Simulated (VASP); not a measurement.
Wanted: the native input for a VASP 6.6.1 run.

```
Task                   : single point
Functional             : PBEsol
Potentials or basis    : VASP PAW PBE potentials, release 64 (K_sv, I)
Cutoff                 : 520 eV
k mesh                 : 6 × 6 × 6
Occupations            : gaussian, width 0.05 eV
Spin                   : no spin polarisation
Dipole correction      : no
Further INCAR settings : ALGO = Normal; EDIFF = 1e-07; NBANDS = 15
```

The structure of KI lies in POSCAR:

```
KI
1.0
    4.2911966600      0.0000000000      0.0000000000
    0.0000000000      4.2911966600      0.0000000000
    0.0000000000      0.0000000000      4.2911966600
K I
1 1
Direct
    0.0308963984      0.0308963984      0.0000000000
    0.5000000000      0.5000000000      0.5000000000
```

This cell differs from its parent crystal: all K atoms moved +0.188 Å, as atom 1 along Cartesian [1 1 0].

The input as run:

INCAR

```
  PREC = Accurate
  ENCUT = 520
  EDIFF = 1E-7
  ISMEAR = 0
  SIGMA = 0.05
  LREAL = F
  LASPH = T
  NELM = 60
  ALGO = Normal
  ISIF = 2
  LWAVE = F
  LCHARG = T
  GGA = PS
  LELF = T
  LVHAR = T
  NBANDS = 15
```

KPOINTS

```
regular mesh
0
Gamma
  6 6 6
```

Potentials or basis: VASP PAW PBE potentials, release 64 (K_sv, I).

Command:

```bash
$ cat potpaw_PBE.64/K_sv/POTCAR potpaw_PBE.64/I/POTCAR > POTCAR
$ mpirun -np 1 vasp_std > vasp.out
```

Results of the run:

```yaml
Pressure: -0.4 GPa
Largest_force: 0.094 eV/Å
Band_gap_on_the_k_mesh: 3.20 eV (least direct gap 3.56 eV)
```

Caveat: the cell differs from its parent crystal (all K atoms moved +0.188 Å, as atom 1 along Cartesian [1 1 0]); the PAW data sets were made with another functional, which shifts forces and pressure a little; spin-orbit coupling is left out, which moves the levels of the heavy elements.

It took 53 s on 1 thread of Intel Xeon 8259CL, on a shared host, peak memory 0.21 GiB.
